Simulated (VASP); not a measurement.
# SiC3 (Pmm2) in VASP: single point with r2SCAN

Aim: the single point of SiC3 with r2SCAN.

All numbers are computed with VASP 6.6.1; they aren't measurements. Logs are shortened: lines on timing, memory, paths and dates and some standing lists are left out, and cuts for length are marked.

### Step 1. The cell of the first run

It takes space group Pmm2 (No. 25, orthorhombic). Conventional cell: a = 2.790 Å, b = 4.829 Å, c = 4.954 Å, α = 90.00°, β = 90.00°, γ = 90.00°. C (site symmetry m) has 2 C at 1.54 to 1.59 Å and 2 Si at 1.81 Å within 2.1 Å. Within 2.2 Å of C (site symmetry m) lie 3 C at 1.67 to 1.70 Å and 1 Si at 1.89 Å. C (site symmetry m) has 4 C at 1.54 to 1.97 Å within 2.1 Å. Within 2.4 Å of Si (site symmetry m) lie 3 C at 1.81 to 1.89 Å and 1 Si at 2.15 Å.

### Step 2. Single point, r2SCAN

Contents of POSCAR:

```
SiC3
1.0
    1.3950698792     -2.4163319108      0.0000000000
    0.0000000000      0.0000000000     -4.8287531265
    4.2898692410      2.4767571611      0.0000000000
C Si
6 2
Direct
    0.5000000000      0.9149059639      0.1259075483
    0.0000000000      0.9256043796      0.6997913873
    0.5000000000      0.4534790219      0.8420132722
    0.5000000000      0.5850940361      0.1259075483
    0.0000000000      0.5743956204      0.6997913873
    0.5000000000      0.0465209781      0.8420132722
    0.0000000000      0.4722277746      0.3322877922
    0.0000000000      0.0277722254      0.3322877922
```

Contents of INCAR.step1:

```
ALGO = Normal ; EDIFF = 1E-4
ENCUT = 520 ; GGA = PE
ISMEAR = 0 ; LASPH = True
LCHARG = False ; LREAL = False
LWAVE = True ; NBANDS = 26
NELM = 100 ; PREC = Accurate
SIGMA = 0.02
```

Contents of INCAR.step2:

```
ALGO = Normal ; EDIFF = 1E-6
ENCUT = 520 ; ISIF = 2
ISMEAR = 0 ; ISTART = 1
LASPH = True ; LCHARG = False
LMIXTAU = True ; LREAL = False
LWAVE = False ; METAGGA = R2SCAN
NBANDS = 26 ; NELM = 100
PREC = Accurate ; SIGMA = 0.02
```

Contents of KPOINTS:

```
k-points
0
Gamma
  8 6 6
```

Potentials or basis: VASP PAW PBE potentials, release 64 (C, Si).

Started as:

```console
$ cat potpaw_PBE.64/C/POTCAR potpaw_PBE.64/Si/POTCAR > POTCAR
$ cp INCAR.step1 INCAR
$ mpirun -np 1 vasp_std > vasp.out
$ cp INCAR.step2 INCAR
$ mpirun -np 1 vasp_std > vasp.out
```

OUTCAR:

```text
EDIFF = 1E-6
   ENCUT = 520
   ISIF = 2
   ISMEAR = 0
   ISTART = 1
   LASPH = True
   LREAL = False
   METAGGA = R2SCAN
   NELM = 100
   PREC = Accurate

 ion  position               nearest neighbor table
   1  0.500  0.915  0.126-   6 1.54   4 1.59   8 1.81   8 1.81
   2  0.000  0.926  0.700-   6 1.67   6 1.67   5 1.70   8 1.89
   3  0.500  0.453  0.842-   4 1.54   5 1.67   5 1.67   6 1.97
   4  0.500  0.585  0.126-   3 1.54   1 1.59   7 1.81   7 1.81
   5  0.000  0.574  0.700-   3 1.67   3 1.67   2 1.70   7 1.89
   6  0.500  0.047  0.842-   1 1.54   2 1.67   2 1.67   3 1.97
   7  0.000  0.472  0.332-   4 1.81   4 1.81   5 1.89   8 2.15   8 2.68
   8  0.000  0.028  0.332-   1 1.81   1 1.81   2 1.89   7 2.15   7 2.68

  LATTYP: Found a simple orthorhombic cell.
 ALAT       =     2.7901397583
 B/A-ratio  =     1.7306491949
 C/A-ratio  =     1.7753642295

  Lattice vectors:

 A1 = (   1.3950698792,  -2.4163319108,   0.0000000000)
 A2 = (   0.0000000000,   0.0000000000,  -4.8287531265)
 A3 = (   4.2898692410,   2.4767571611,   0.0000000000)

Analysis of symmetry for initial positions (statically):
=====================================================================
 Subroutine PRICEL returns:
 Original cell was already a primitive cell.

 Routine SETGRP: Setting up the symmetry group for a
 simple orthorhombic supercell.

 Subroutine GETGRP returns: Found  4 space group operations
 (whereof  2 operations were pure point group operations)
 out of a pool of  8 trial point group operations.

The static configuration has the point symmetry C_1h.
 The point group associated with its full space group is C_2v.

Analysis of symmetry for dynamics (positions and initial velocities):
=====================================================================
 Subroutine PRICEL returns:
 Original cell was already a primitive cell.

 Routine SETGRP: Setting up the symmetry group for a
 simple orthorhombic supercell.

 Subroutine GETGRP returns: Found  4 space group operations
 (whereof  2 operations were pure point group operations)
 out of a pool of  8 trial point group operations.

The dynamic configuration has the point symmetry C_1h.
 The point group associated with its full space group is C_2v.

 Subroutine INISYM returns: Found  4 space group operations
 (whereof  2 operations are pure point group operations),
 and found     1 'primitive' translations

----------------------------------------------------------------------------------------

                                     Primitive cell

  volume of cell :      66.7382

  direct lattice vectors                    reciprocal lattice vectors
     1.395069879 -2.416331911  0.000000000     0.179202493 -0.310387822  0.000000000
     0.000000000  0.000000000 -4.828753126     0.000000000  0.000000000 -0.207092799
     4.289869241  2.476757161  0.000000000     0.174830504  0.100938438  0.000000000

  length of vectors
     2.790139758  4.828753126  4.953514322     0.358404986  0.207092799  0.201876877

  position of ions in fractional coordinates (direct lattice)
     0.500000000  0.914905964  0.125907548
     1.000000000  0.925604380  0.699791387
     0.500000000  0.453479022  0.842013272
     0.500000000  0.585094036  0.125907548
     1.000000000  0.574395620  0.699791387
     0.500000000  0.046520978  0.842013272
     1.000000000  0.472227775  0.332287792
     1.000000000  0.027772225  0.332287792

  ion indices of the primitive-cell ions
   primitive index   ion index
                 1           1
                 2           2
                 3           3
                 4           4
                 5           5
                 6           6
                 7           7
                 8           8

----------------------------------------------------------------------------------------

 KPOINTS: k-points

Automatic generation of k-mesh.
 Grid dimensions read from file:
 generate k-points for:    8    6    6

 Generating k-lattice:

  Cartesian coordinates                     Fractional coordinates (reciprocal lattice)
     0.022400312 -0.038798478  0.000000000     0.125000000  0.000000000 -0.000000000
     0.000000000  0.000000000 -0.034515466     0.000000000  0.166666667  0.000000000
     0.029138417  0.016823073  0.000000000     0.000000000  0.000000000  0.166666667

  Length of vectors
     0.044800623  0.034515466  0.033646146

  Shift w.r.t. Gamma in fractional coordinates (k-lattice)
     0.000000000  0.000000000  0.000000000

 Subroutine IBZKPT returns following result:
 ===========================================

 Found     80 irreducible k-points:

 Following reciprocal coordinates:
            Coordinates               Weight
  0.000000  0.000000  0.000000      1.000000
  0.125000  0.000000  0.000000      2.000000
  0.250000  0.000000  0.000000      2.000000
  0.375000  0.000000  0.000000      2.000000
  0.500000  0.000000  0.000000      1.000000
  0.000000  0.166667  0.000000      2.000000
[... 16 lines left out ...]
  0.250000  0.000000  0.166667      4.000000
  0.375000  0.000000  0.166667      4.000000
 [... further k-points ...]
   k-points           NKPTS =     80   k-points in BZ     NKDIM =     80   number of bands    NBANDS=     26
   number of dos      NEDOS =    301   number of ions     NIONS =      8
   total plane-waves  NPLWV =  34560
   dimension x,y,z NGX =    24 NGY =   36 NGZ =   40
   dimension x,y,z NGXF=    48 NGYF=   72 NGZF=   80
   ions per type =               6   2
   NGX,Y,Z   is equivalent  to a cutoff of  14.30, 12.39, 13.42 a.u.
   NGXF,Y,Z  is equivalent  to a cutoff of  28.60, 24.79, 26.85 a.u.
 SYSTEM =  unknown system
   PREC   = accura    normal or accurate (medium, high low for compatibility)
   ISTART =      1    job   : 0-new  1-cont  2-samecut
   ICHARG =      0    charge: 1-file 2-atom 10-const
   ISPIN  =      1    spin polarized calculation?
   LNONCOLLINEAR =      F non collinear calculations
   LSORBIT =      F    spin-orbit coupling
   LASPH  =      T    aspherical Exc in radial PAW
   ENCUT  =  520.0 eV  38.22 Ry    6.18 a.u.   5.19  8.98  9.21*2*pi/ulx,y,z
   NELM   =    100;   NELMIN=  2; NELMDL=  0     # of ELM steps
   EDIFF  = 0.1E-05   stopping-criterion for ELM
   LREAL  =      F    real-space projection
   EDIFFG = 0.1E-04   stopping-criterion for IOM
   NSW    =      0    number of steps for IOM
   IBRION =     -1    ionic relax: 0-MD 1-quasi-New 2-CG
   NFREE  =      0    steps in history (QN), initial steepest desc. (CG)
   ISIF   =      2    stress and relaxation
   ISYM   =      2    0-nonsym 1-usesym 2-fastsym
   POTIM  = 0.5000    time-step for ionic-motion
   TEBEG  =    0.0;   TEEND  =   0.0 temperature during run
   PSTRESS=    0.0 pullay stress
   NELECT =      32.0000    total number of electrons
   NUPDOWN=      -1.0000    fix difference up-down
   EMIN   =  10.00;   EMAX   =-10.00  energy-range for DOS
   EFERMI =   0.00;   METHOD = LEGACY
   ISMEAR =     0;   SIGMA  =   0.02  broadening in eV -4-tet -1-fermi 0-gaus
   EFERMI_NEDOS =   21; number of points for ismear=-14 and -15
   IALGO  =     38    algorithm
   IMIX   =      4    mixing-type and parameters
     AMIX     =   0.40;   BMIX     =  1.00
     AMIX_MAG =   1.60;   BMIX_MAG =  1.00
  volume/ion in A,a.u.               =       8.34        56.30
  Fermi-wavevector in a.u.,A,eV,Ry     =   1.281347  2.421394 22.338721  1.641850
  Thomas-Fermi vector in A             =   2.413722
   LORBIT       =      0    0 simple, 1 ext, 2 COOP (PROOUT), +10 PAW based schemes
   METAGGA = R2SCAN    functional components
   LHFCALC =     F    Hartree Fock is set to
   AEXX    =    0.0000 exact exchange contribution
   IVDW    =     0    specifies the selected vdW correction
   LEPSILON=     F    determine dielectric tensor
   LRPA    =     F    only Hartree local field effects (RPA)
 non-spin polarized calculation
 Gauss-broadening in eV      SIGMA  =   0.02
  energy-cutoff  :      520.00
  volume of cell :       66.74
 maximum number of plane-waves:      1816
 NGX is ok and might be reduce to    24
   NGX = 11   NGY = 17   NGZ = 19

 number of electron      32.0000002 magnetization

 Free energy of the ion-electron system (eV)
  ---------------------------------------------------
  ext. energy  EPLUGINS =         0.00000000
  ---------------------------------------------------
  free energy    TOTEN  =       -71.36057046 eV

  energy without entropy =      -71.36057046  energy(sigma->0) =      -71.36057046

 E-fermi :  10.1659     XC(G=0): -12.6225

 val. band max:       10.0162074577   @ k =   0.0000   0.0000   0.0000
 cond. band min:      10.3308076043   @ k =   0.5000   0.3333   0.5000
 fundamental gap:      0.3146001466
 Fermi energy:        10.1658670050

 k-point     1 :       0.0000    0.0000    0.0000
  band No.  band energies     occupation
      1     -10.8257      2.00000
      2      -6.9720      2.00000
      3      -6.5516      2.00000
      4      -3.9824      2.00000
      5      -2.3943      2.00000
      6      -2.2317      2.00000
[... 18 lines left out ...]
     25      17.0278      0.00000
     26      17.6240      0.00000

 k-point     2 :       0.1250    0.0000    0.0000
  band No.  band energies     occupation
      1     -10.5855      2.00000
      2      -6.7485      2.00000
      3      -6.3509      2.00000
      4      -3.8494      2.00000
      5      -2.1653      2.00000
      6      -2.0559      2.00000
[... 18 lines left out ...]
     25      17.5648      0.00000
     26      17.7748      0.00000

 k-point     3 :       0.2500    0.0000    0.0000
  band No.  band energies     occupation
      1      -9.8800      2.00000
      2      -6.0945      2.00000
      3      -5.8353      2.00000
      4      -3.6608      2.00000
      5      -1.6302      2.00000
      6      -1.5110      2.00000
[... 572 lines left out ...]
 k-point    23 :       0.2500    0.0000    0.1667
  band No.  band energies     occupation
      1      -9.7793      2.00000
      2      -6.3478      2.00000
      3      -6.0272      2.00000
      4      -3.1845      2.00000
      5      -2.0610      2.00000
      6      -1.3702      2.00000
[... 18 lines left out ...]
     25      18.1384      0.00000
     26      18.2602      0.00000

 k-point    24 :       0.3750    0.0000    0.1667
  band No.  band energies     occupation
      1      -8.6989      2.00000
      2      -5.8712      2.00000
      3      -5.0403      2.00000
      4      -3.7345      2.00000
      5      -1.7860      2.00000
      6      -0.9883      2.00000
[... 18 lines left out ...]
     25      18.6590      0.00000
     26      18.7399      0.00000

 [... further k-points ...]
[... 5 lines left out ...]
  --------------------------------------------------------------------------------------
  -------------------------------------------------------------------------------------
  Total        0.0019955      0.0383672      0.0944439     -0.0314989      0.0000000      0.0000000
  in kB        0.0479056      0.9210789      2.2673068     -0.7561903      0.0000000      0.0000000
  external PRESSURE =       1.0787637 kB  Pullay stress =       0.0000000 kB

 VOLUME and BASIS-vectors are now :
 -----------------------------------------------------------------------------
  energy-cutoff  :      520.00
  volume of cell :       66.74
      direct lattice vectors                 reciprocal lattice vectors
     1.395069879 -2.416331911  0.000000000     0.179202493 -0.310387822  0.000000000
     0.000000000  0.000000000 -4.828753126     0.000000000  0.000000000 -0.207092799
     4.289869241  2.476757161  0.000000000     0.174830504  0.100938438  0.000000000

 POSITION                                       TOTAL-FORCE (eV/Angst)
 -----------------------------------------------------------------------------------
      1.23766     -0.89632     -4.41786         0.059433      0.034314     -0.015222
      3.00201      1.73321     -4.46952        -0.033816     -0.019523     -0.005051
      4.30966      0.87730     -2.18974        -0.018233     -0.010527      0.028927
      1.23766     -0.89632     -2.82527         0.059433      0.034314      0.015222
      3.00201      1.73321     -2.77361        -0.033816     -0.019523      0.005051
      4.30966      0.87730     -0.22464        -0.018233     -0.010527     -0.028927
      1.42547      0.82300     -2.28027        -0.007385     -0.004264      0.029486
      1.42547      0.82300     -0.13411        -0.007385     -0.004264     -0.029486
 -----------------------------------------------------------------------------------
    total drift:                               -0.000431     -0.000249     -0.000000

  FREE ENERGIE OF THE ION-ELECTRON SYSTEM (eV)
  ---------------------------------------------------
  free  energy   TOTEN  =       -71.3605704601 eV

  energy  without entropy=      -71.3605704601  energy(sigma->0) =      -71.36057046
```

Wall time 8.4 min (1 thread of Intel Xeon 8259CL, shared host); peak memory 0.25 GiB.

Results:

```yaml
Free_energy: -71.3606 eV
Pressure: 0.1 GPa
Largest_force: 0.070 eV/Å
Band_gap_on_the_k_mesh: 0.31 eV (least direct gap 1.50 eV)
```

Forces in eV/Å, atoms in the order of the input:
```
C    0.059  0.034 -0.015
C   -0.034 -0.020 -0.005
C   -0.018 -0.011  0.029
C    0.059  0.034  0.015
C   -0.034 -0.020  0.005
C   -0.018 -0.011 -0.029
Si  -0.007 -0.004  0.029
Si  -0.007 -0.004 -0.029
```

Levels at points of the mesh, in eV from the valence-band top:
| k point | band 13 | band 14 | band 15 | band 16 | band 17 | band 18 | band 19 | band 20 |
| --- | --- | --- | --- | --- | --- | --- | --- | --- |
| (0.00, 0.00, 0.00) | -3.23 | -1.65 | -1.59 | 0.00 | 1.50 | 1.53 | 2.56 | 3.61 |
| (0.50, 0.00, 0.00) | -5.99 | -5.40 | -5.29 | -3.95 | 1.20 | 2.52 | 3.17 | 4.17 |
| (0.00, 0.50, 0.00) | -3.65 | -3.00 | -2.04 | -0.47 | 1.70 | 1.81 | 2.23 | 3.51 |
| (0.50, 0.50, 0.00) | -6.27 | -5.53 | -5.49 | -1.91 | 1.51 | 1.64 | 4.20 | 4.22 |
| (0.00, 0.00, 0.50) | -3.83 | -3.04 | -2.84 | -0.43 | 1.69 | 1.78 | 3.10 | 4.61 |
| (0.50, 0.00, 0.50) | -5.56 | -4.70 | -4.70 | -2.78 | 0.41 | 1.09 | 3.04 | 3.22 |
| (0.00, 0.50, 0.50) | -5.24 | -3.80 | -3.57 | -1.02 | 2.55 | 2.93 | 3.63 | 3.97 |
| (0.50, 0.50, 0.50) | -5.29 | -5.06 | -3.64 | -2.57 | 0.45 | 1.28 | 1.53 | 1.82 |

Caveat: semilocal functionals underestimate gaps, and a narrow one can read as zero; the PAW data sets were made with another functional, which shifts forces and pressure a little. A k mesh can miss the band edges.
